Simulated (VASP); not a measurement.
# InSe (P6_3/mmc) in VASP: further runs

InSe is run at these levels: PBE+D3(BJ); tasks: relaxation of cell and atoms.

All numbers are computed with VASP 6.6.1; they aren't measurements. Logs are shortened: lines on timing, memory, paths and dates and some standing lists are left out, and cuts for length are marked.

### Step 1. The cell of the first run

Symmetry: P6_3/mmc, No. 194, hexagonal system. Conventional cell: a = 4.050 Å, b = 4.050 Å, c = 16.930 Å, α = 90.00°, β = 90.00°, γ = 120.00°. In (site symmetry 3m) has 3 Se at 2.52 Å and 1 In at 3.15 Å within 3.3 Å. Within 3.3 Å of Se (site symmetry 3m) lie 3 In at 2.52 Å.

### Step 2. Relaxation of cell and atoms, PBE+D3(BJ)

INCAR

```
SYSTEM = InSe
PREC = Accurate
ENCUT = 600
EDIFF = 1E-6
ISMEAR = 0
SIGMA = 0.03
LREAL = .False.
LASPH = .True.
NELM = 80
ALGO = Normal
ISIF = 3
LWAVE = .False.
LCHARG = .False.
GGA = PE
IVDW = 12
IBRION = 2
NSW = 90
EDIFFG = -0.01
KPAR = 2
```

KPOINTS

```
Automatic mesh
0
Gamma
  9 9 2
  0 0 0
```

POSCAR

```
InSe
1.0
    4.0500000000      0.0000000000      0.0000000000
   -2.0250000000      3.5074028853      0.0000000000
    0.0000000000      0.0000000000     16.9300000000
In Se
4 4
Direct
    0.3333333333      0.6666666667      0.1570000000
    0.6666666667      0.3333333333      0.6570000000
    0.3333333333      0.6666666667      0.3430000000
    0.6666666667      0.3333333333      0.8430000000
    0.3333333333      0.6666666667      0.6020000000
    0.6666666667      0.3333333333      0.1020000000
    0.3333333333      0.6666666667      0.8980000000
    0.6666666667      0.3333333333      0.3980000000
```

Potentials or basis: VASP PAW PBE potentials, release 64 (In_d, Se).

Run with:

```bash
$ cat potpaw_PBE.64/In_d/POTCAR potpaw_PBE.64/Se/POTCAR > POTCAR
$ mpirun -np 2 vasp_std > vasp.out
```

OUTCAR:

```text
SYSTEM = InSe
   PREC = Accurate
   ENCUT = 600
   EDIFF = 1E-6
   ISMEAR = 0
   LREAL = .False.
   LASPH = .True.
   NELM = 80
   ISIF = 3
   GGA = PE
   IVDW = 12
   IBRION = 2
   NSW = 90
   EDIFFG = -0.01
 IVDW          = 12

 ion  position               nearest neighbor table
   1  0.333  0.667  0.157-   6 2.52   6 2.52   6 2.52   3 3.15
   2  0.667  0.333  0.657-   5 2.52   5 2.52   5 2.52   4 3.15
   3  0.333  0.667  0.343-   8 2.52   8 2.52   8 2.52   1 3.15
   4  0.667  0.333  0.843-   7 2.52   7 2.52   7 2.52   2 3.15
   5  0.333  0.667  0.602-   2 2.52   2 2.52   2 2.52
   6  0.667  0.333  0.102-   1 2.52   1 2.52   1 2.52
   7  0.333  0.667  0.898-   4 2.52   4 2.52   4 2.52
   8  0.667  0.333  0.398-   3 2.52   3 2.52   3 2.52

  LATTYP: Found a hexagonal cell.
 ALAT       =     4.0500000000
 C/A-ratio  =     4.1802469136

  Lattice vectors:

 A1 = (   4.0500000000,   0.0000000000,   0.0000000000)
 A2 = (  -2.0250000000,   3.5074028853,   0.0000000000)
 A3 = (   0.0000000000,   0.0000000000,  16.9300000000)

Analysis of symmetry for initial positions (statically):
=====================================================================
 Subroutine PRICEL returns:
 Original cell was already a primitive cell.

 Routine SETGRP: Setting up the symmetry group for a
 hexagonal supercell.

 Subroutine GETGRP returns: Found 24 space group operations
 (whereof 12 operations were pure point group operations)
 out of a pool of 24 trial point group operations.

The static configuration has the point symmetry D_3d.
 The point group associated with its full space group is D_6h.

Analysis of symmetry for dynamics (positions and initial velocities):
=====================================================================
 Subroutine PRICEL returns:
 Original cell was already a primitive cell.

 Routine SETGRP: Setting up the symmetry group for a
 hexagonal supercell.

 Subroutine GETGRP returns: Found 24 space group operations
 (whereof 12 operations were pure point group operations)
 out of a pool of 24 trial point group operations.

The dynamic configuration has the point symmetry D_3d.
 The point group associated with its full space group is D_6h.

 Subroutine INISYM returns: Found 24 space group operations
 (whereof 12 operations are pure point group operations),
 and found     1 'primitive' translations

----------------------------------------------------------------------------------------

                                     Primitive cell

  volume of cell :     240.4903

  direct lattice vectors                    reciprocal lattice vectors
     4.050000000  0.000000000  0.000000000     0.246913580  0.142555622  0.000000000
    -2.025000000  3.507402885  0.000000000     0.000000000  0.285111244  0.000000000
     0.000000000  0.000000000 16.930000000     0.000000000  0.000000000  0.059066745

  length of vectors
     4.050000000  4.050000000 16.930000000     0.285111244  0.285111244  0.059066745

  position of ions in fractional coordinates (direct lattice)
     0.333333333  0.666666667  0.157000000
     0.666666667  0.333333333  0.657000000
     0.333333333  0.666666667  0.343000000
     0.666666667  0.333333333  0.843000000
     0.333333333  0.666666667  0.602000000
     0.666666667  0.333333333  0.102000000
     0.333333333  0.666666667  0.898000000
     0.666666667  0.333333333  0.398000000

  ion indices of the primitive-cell ions
   primitive index   ion index
                 1           1
                 2           2
                 3           3
                 4           4
                 5           5
                 6           6
                 7           7
                 8           8

----------------------------------------------------------------------------------------

 KPOINTS: Automatic mesh

Automatic generation of k-mesh.
 Grid dimensions read from file:
 generate k-points for:    9    9    2

 Generating k-lattice:

  Cartesian coordinates                     Fractional coordinates (reciprocal lattice)
     0.027434842  0.015839514  0.000000000     0.111111111 -0.000000000  0.000000000
     0.000000000  0.031679027  0.000000000     0.000000000  0.111111111  0.000000000
     0.000000000  0.000000000  0.029533373     0.000000000  0.000000000  0.500000000

  Length of vectors
     0.031679027  0.031679027  0.029533373

  Shift w.r.t. Gamma in fractional coordinates (k-lattice)
     0.000000000  0.000000000  0.000000000

 Subroutine IBZKPT returns following result:
 ===========================================

 Found     24 irreducible k-points:

 Following reciprocal coordinates:
            Coordinates               Weight
  0.000000  0.000000  0.000000      1.000000
  0.111111  0.000000  0.000000      6.000000
  0.222222  0.000000  0.000000      6.000000
  0.333333  0.000000  0.000000      6.000000
  0.444444  0.000000  0.000000      6.000000
  0.111111  0.111111  0.000000      6.000000
[... 16 lines left out ...]
  0.333333  0.222222  0.500000     12.000000
  0.333333  0.333333  0.500000      2.000000
   k-points           NKPTS =     24   k-points in BZ     NKDIM =     24   number of bands    NBANDS=     45
   number of dos      NEDOS =    301   number of ions     NIONS =      8
   total plane-waves  NPLWV = 143360
   dimension x,y,z NGX =    32 NGY =   32 NGZ =  140
   dimension x,y,z NGXF=    64 NGYF=   64 NGZF=  280
   ions per type =               4   4
   NGX,Y,Z   is equivalent  to a cutoff of  13.14, 13.14, 13.75 a.u.
   NGXF,Y,Z  is equivalent  to a cutoff of  26.27, 26.27, 27.49 a.u.
 SYSTEM =  InSe
   PREC   = accura    normal or accurate (medium, high low for compatibility)
   ISTART =      0    job   : 0-new  1-cont  2-samecut
   ICHARG =      2    charge: 1-file 2-atom 10-const
   ISPIN  =      1    spin polarized calculation?
   LNONCOLLINEAR =      F non collinear calculations
   LSORBIT =      F    spin-orbit coupling
   LASPH  =      T    aspherical Exc in radial PAW
   ENCUT  =  600.0 eV  44.10 Ry    6.64 a.u.   8.09  8.09 33.81*2*pi/ulx,y,z
   NELM   =     80;   NELMIN=  2; NELMDL= -5     # of ELM steps
   EDIFF  = 0.1E-05   stopping-criterion for ELM
   LREAL  =      F    real-space projection
   EDIFFG = -.1E-01   stopping-criterion for IOM
   NSW    =     90    number of steps for IOM
   IBRION =      2    ionic relax: 0-MD 1-quasi-New 2-CG
   NFREE  =      1    steps in history (QN), initial steepest desc. (CG)
   ISIF   =      3    stress and relaxation
   ISYM   =      2    0-nonsym 1-usesym 2-fastsym
   POTIM  = 0.5000    time-step for ionic-motion
   TEBEG  =    0.0;   TEEND  =   0.0 temperature during run
   PSTRESS=    0.0 pullay stress
   NELECT =      76.0000    total number of electrons
   NUPDOWN=      -1.0000    fix difference up-down
   EMIN   =  10.00;   EMAX   =-10.00  energy-range for DOS
   EFERMI =   0.00;   METHOD = LEGACY
   ISMEAR =     0;   SIGMA  =   0.03  broadening in eV -4-tet -1-fermi 0-gaus
   EFERMI_NEDOS =   21; number of points for ismear=-14 and -15
   IALGO  =     38    algorithm
   IMIX   =      4    mixing-type and parameters
     AMIX     =   0.40;   BMIX     =  1.00
     AMIX_MAG =   1.60;   BMIX_MAG =  1.00
  volume/ion in A,a.u.               =      30.06       202.86
  Fermi-wavevector in a.u.,A,eV,Ry     =   1.115099  2.107232 16.918111  1.243446
  Thomas-Fermi vector in A             =   2.251701
   LORBIT       =      0    0 simple, 1 ext, 2 COOP (PROOUT), +10 PAW based schemes
   GGA     = PE    functional components
   LHFCALC =     F    Hartree Fock is set to
   AEXX    =    0.0000 exact exchange contribution
   IVDW    =    12    specifies the selected vdW correction
   LEPSILON=     F    determine dielectric tensor
   LRPA    =     F    only Hartree local field effects (RPA)
 conjugate gradient relaxation of ions
 non-spin polarized calculation
 Gauss-broadening in eV      SIGMA  =   0.03
  energy-cutoff  :      600.00
  volume of cell :      240.49
 maximum number of plane-waves:      8054
   NGX = 17   NGY = 17   NGZ = 67

--------------------------------------- Ionic step        1  -------------------------------------------

 number of electron      75.9999998 magnetization

 Free energy of the ion-electron system (eV)
  ---------------------------------------------------
  ext. energy  EPLUGINS =         0.00000000
  ---------------------------------------------------
  free energy    TOTEN  =       -26.50479895 eV

  energy without entropy =      -26.50440635  energy(sigma->0) =      -26.50460265

------------------------ aborting loop because EDIFF is reached ----------------------------------------

 Edisp (eV)   -2.30603

 E8    (eV) :    -1.0537

  FORCE on cell =-STRESS in cart. coord.  units (eV):
  Direction    XX          YY          ZZ          XY          YZ          ZX
  --------------------------------------------------------------------------------------
  -------------------------------------------------------------------------------------
  Total      13.35687    13.35687     0.11004    -0.00000     0.00000    -0.00000
  in kB      88.98515    88.98515     0.73308    -0.00000     0.00000    -0.00000
  external pressure =       59.57 kB  Pullay stress =        0.00 kB
[... 115 lines left out ...]
  FREE ENERGIE OF THE ION-ELECTRON SYSTEM (eV)
  ---------------------------------------------------
  free  energy   TOTEN  =       -30.2004106767 eV

  energy  without entropy=      -30.2003012990  energy(sigma->0) =      -30.20035599

[... ionic steps 4 to 18 ...]

--------------------------------------- Ionic step       19  -------------------------------------------

 number of electron      76.0000008 magnetization

------------------------ aborting loop because EDIFF is reached ----------------------------------------

 Edisp (eV)   -2.36774

 E8    (eV) :    -1.0849
[... 81 lines left out ...]
  energy  without entropy=      -30.6950194778  energy(sigma->0) =      -30.69501948

--------------------------------------- Ionic step       21  -------------------------------------------

 number of electron      76.0000010 magnetization

 Free energy of the ion-electron system (eV)
  ---------------------------------------------------
  ext. energy  EPLUGINS =         0.00000000
  ---------------------------------------------------
  free energy    TOTEN  =       -28.32126528 eV

  energy without entropy =      -28.32126528  energy(sigma->0) =      -28.32126528

 E-fermi :   4.1764     XC(G=0):  -8.8745

 val. band max:        4.0102144200   @ k =   0.0000   0.0000   0.0000
 cond. band min:       4.3631183094   @ k =   0.0000   0.0000   0.0000
 fundamental gap:      0.3529038894
 Fermi energy:         4.1763522860

 k-point     1 :       0.0000    0.0000    0.0000
  band No.  band energies     occupation
      1     -10.7745      2.00000
      2     -10.7737      2.00000
      3     -10.5894      2.00000
      4     -10.5894      2.00000
      5     -10.5890      2.00000
      6     -10.5890      2.00000
[... 1180 lines left out ...]
  FREE ENERGIE OF THE ION-ELECTRON SYSTEM (eV)
  ---------------------------------------------------
  free  energy   TOTEN  =       -30.6951482524 eV

  energy  without entropy=      -30.6951482524  energy(sigma->0) =      -30.69514825

 reached required accuracy - stopping structural energy minimisation
```

Wall time 32 min (2 MPI ranks of Intel Xeon Platinum 8559C (Emerald Rapids), shared host); peak memory 0.58 GiB.

Results:

```yaml
Free_energy: -30.6951 eV
Relaxed_volume: 29.51 Å³/atom
Relaxed_cell: a = 4.033 Å, b = 4.033 Å, c = 16.757 Å, α = 90.00°, β = 90.00°, γ = 120.00°
Space_group_after_relaxing_to_0.1_Å: P6_3/mmc (No. 194)
Energy_gained_by_relaxing: 235.5 meV/atom
Ionic_steps: 21
Pressure_after_relaxing: 0.0 GPa
Largest_force_after_relaxing: 0.007 eV/Å
Band_gap_on_the_k_mesh: 0.35 eV
Dispersion_energy_per_atom: -0.297 eV
```

Forces on the atoms (eV/Å):
```
In   0.000  0.000 -0.002
In   0.000  0.000 -0.002
In   0.000  0.000  0.002
In   0.000  0.000  0.002
Se   0.000  0.000  0.007
Se   0.000  0.000  0.007
Se   0.000  0.000 -0.007
Se   0.000  0.000 -0.007
```

Step by step:
```tsv
step	energy change (eV)	largest force (eV/Å)	pressure (GPa)	volume (Å³)
1	0.0000	2.9070	5.96	240.49
2	-1.1000	0.2693	-4.41	280.98
3	-1.3896	0.8298	-2.17	266.69
4	-1.6667	0.3208	-1.19	254.23
5	-1.7214	0.2780	-0.30	246.46
6	-1.8289	0.3119	0.48	240.32
7	-1.8499	0.3315	1.09	236.15
8	-1.8674	0.1210	-0.64	241.08
9	-1.8775	0.0468	-0.01	239.23
10	-1.8775	0.0523	0.00	239.17
11	-1.8785	0.0415	-0.02	239.09
12	-1.8787	0.0737	-0.04	239.03
13	-1.8794	0.0641	-0.03	238.81
14	-1.8811	0.0509	0.01	238.16
15	-1.8819	0.0736	0.11	236.84
16	-1.8829	0.0475	0.03	236.93
17	-1.8833	0.0253	-0.11	237.07
18	-1.8834	0.0236	-0.09	237.05
19	-1.8839	0.0262	-0.04	236.61
20	-1.8842	0.0291	0.05	235.94
21	-1.8843	0.0068	-0.01	236.05
```

Final structure:
```cif
data_structure
_symmetry_space_group_name_H-M 'P 1'
_symmetry_Int_Tables_number 1
_cell_length_a 4.0331
_cell_length_b 4.0331
_cell_length_c 16.7572
_cell_angle_alpha 90.000
_cell_angle_beta 90.000
_cell_angle_gamma 120.000
_cell_volume 236.05
loop_
_atom_site_label
_atom_site_type_symbol
_atom_site_fract_x
_atom_site_fract_y
_atom_site_fract_z
_atom_site_occupancy
In1 In 0.33333 0.66667 0.16664 1
In2 In 0.66667 0.33333 0.66664 1
In3 In 0.33333 0.66667 0.33336 1
In4 In 0.66667 0.33333 0.83336 1
Se1 Se 0.33333 0.66667 0.58971 1
Se2 Se 0.66667 0.33333 0.08971 1
Se3 Se 0.33333 0.66667 0.91029 1
Se4 Se 0.66667 0.33333 0.41029 1
```

Caveat: spin-orbit coupling is left out, which moves the levels of the heavy elements.

[end of part 1 of 2]
